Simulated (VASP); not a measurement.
Write the native input for VASP 6.6.1 that does the following.

- Task: single point
- Functional: revPBE
- Potentials or basis: VASP PAW PBE potentials, release 64 (Nb_sv, As)
- Cutoff: 520 eV
- k mesh: 11 × 11 × 11
- Occupations: fermi-dirac, width 0.05 eV
- Spin: no spin polarisation
- Dipole correction: no
- Further INCAR settings: ALGO = Normal; EDIFF = 1e-06; NBANDS = 26

The structure of NbAs lies in POSCAR:

```
NbAs
1.0
   -1.7428667358      1.7428667358      5.9024064253
    1.7428667358     -1.7428667358      5.9024064253
    1.7428667358      1.7428667358     -5.9024064253
Nb As
2 2
Direct
    0.4989523686     -0.0010476314      0.5000000000
    0.7489523686      0.7489523686      0.0000000000
    0.9170476314      0.4170476314      0.5000000000
    0.1670476314      0.1670476314      0.0000000000
```

One way to write it, as run:

INCAR

```
  ALGO = Normal
  EDIFF = 1E-6
  ENCUT = 520
  GGA = RE
  ISIF = 2
  ISMEAR = -1
  LASPH = True
  LCHARG = True
  LELF = True
  LREAL = False
  LVHAR = True
  LWAVE = False
  NBANDS = 26
  NELM = 80
  PREC = Accurate
  SIGMA = 0.05
```

KPOINTS

```
k-points
0
Gamma
  11 11 11
```

Potentials or basis: VASP PAW PBE potentials, release 64 (Nb_sv, As).

Run with:

```bash
$ cat potpaw_PBE.64/Nb_sv/POTCAR potpaw_PBE.64/As/POTCAR > POTCAR
$ mpirun -np 1 vasp_std > vasp.out
```

Results of the run:

```yaml
Pressure: -0.1 GPa
Largest_force: 0.005 eV/Å
Band_gap_on_the_k_mesh: 0.03 eV
```

Caveat: semilocal functionals underestimate gaps, and a narrow one can read as zero; the PAW data sets were made with another functional, which shifts forces and pressure a little.

Run time: 14 min on 1 thread of Intel Xeon 8259CL (shared host), peak memory 0.46 GiB.
